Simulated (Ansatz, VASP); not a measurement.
# MgI2 in VASP and in Ansatz

```
Mg I
1.0
     0.00000    3.75572    3.75572
     3.75572    0.00000    3.75572
     3.75572    3.75572    0.00000
Mg I
1 2
Cartesian
  0.0000 0.0000 0.0000
  1.8779 1.8779 1.8779
  5.6336 5.6336 5.6336
```

Alike in both runs: task single point; functional PBE0; k mesh 4 × 4 × 4; no spin polarisation.

```csv
,VASP,Ansatz
version,VASP 6.6.1,Ansatz 0.2.0
potentials or method,"VASP PAW PBE potentials, release 64 (Mg, I)","plane waves, PAW"
plane-wave cutoff (eV),520,420
occupations,"gaussian, width 0.01 eV",fixed
valence electrons in the cell,16,44
```

VASP gave:

| Quantity | Value |
| --- | --- |
| gap on the k mesh at the Fermi level (eV) | 2.05 |
| pressure (GPa) | -0.6 |

Q: What did Ansatz give for the same quantities?

A: gap on the k mesh at the Fermi level (eV): 2.08; pressure (GPa): -0.4.

VASP's potentials hold 16 valence electrons a cell and Ansatz's 44, so a difference there can come from the potentials and not from the codes. Ansatz's warnings: stress exchange threshold loose, stress scf threshold loose.

Spin-orbit coupling is off throughout.
